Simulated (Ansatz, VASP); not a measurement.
Ni in VASP and in Ansatz

Contents of INCAR:

```
SYSTEM = Ni
ALGO = Normal
EDIFF = 1E-6
ENCUT = 600
GGA = PS
GGA_COMPAT = .FALSE.
ISIF = 2
ISMEAR = -1
ISPIN = 2
LASPH = .TRUE.
LCHARG = .FALSE.
LMAXMIX = 4
LORBIT = 11
LREAL = .FALSE.
LWAVE = .FALSE.
MAGMOM = 1.5
NBANDS = 15
NELM = 200
PREC = Accurate
SIGMA = 0.1
```

Contents of KPOINTS:

```
k-points
0
G
  14 14 14
  0 0 0
```

Contents of POSCAR:

```
Ni
1.0
   -1.3837154700      1.3837154700      1.3837154700
    1.3837154700     -1.3837154700      1.3837154700
    1.3837154700      1.3837154700     -1.3837154700
Ni
1
Direct
    0.0000000000      0.0000000000      0.0000000000
```

Input for Ansatz:

```yaml
crystal:
  lattice:
    - [-1.38371547, 1.38371547, 1.38371547]
    - [1.38371547, -1.38371547, 1.38371547]
    - [1.38371547, 1.38371547, -1.38371547]
  atoms:
    - { symbol: Ni, position: [0.0, 0.0, 0.0], spin: 1.5 }
basis:
  ecutwfc: 550.0
kpoints:
  mp_grid:
    grid: [14, 14, 14]
  band_path:
    path:
      - [0.0, 0.0, 0.0]
      - [0.5, -0.5, 0.5]
      - [0.0, 0.0, 0.5]
      - [0.0, 0.0, 0.0]
      - [0.25, 0.25, 0.25]
      - [0.5, -0.5, 0.5]
    npoints: 4
hamiltonian:
  xc: pbesol
magnetization:
  spin_polarized: true
scf:
  n_extra_bands: 8
  convergence:
    dr2_threshold: 1.0e-09
  occupations:
    method: fermi_dirac
    width: 0.1
```

Alike in both runs: task single point; functional PBEsol; k mesh 14 × 14 × 14; occupations fermi-dirac, width 0.1 eV; collinear spin.

|  | VASP | Ansatz |
| --- | --- | --- |
| version | VASP 6.6.1 | Ansatz 0.2.0 |
| potentials or method | VASP PAW PBE potentials, release 64 (Ni), cutoff 600 eV | plane waves, PAW |
| valence electrons in the cell | 10 | 18 |

|  | VASP | Ansatz | Ansatz less VASP |
| --- | --- | --- | --- |
| gap on the k mesh at the Fermi level (eV) | none | none | - |
| net moment per atom (μB) | 0.48 | 0.49 | +0.008 |
| size of the moment on the site where the two differ most (μB) | 0.48 | 0.51 | +0.028 |

VASP's potentials were made for PBE, not for PBEsol. Site moments also hang on the region over which each program counts them. A gap of «none» marks a metal or a gap that the smearing closes. VASP's potentials hold 10 valence electrons a cell and Ansatz's 18, so a difference there can come from the potentials and not from the codes.
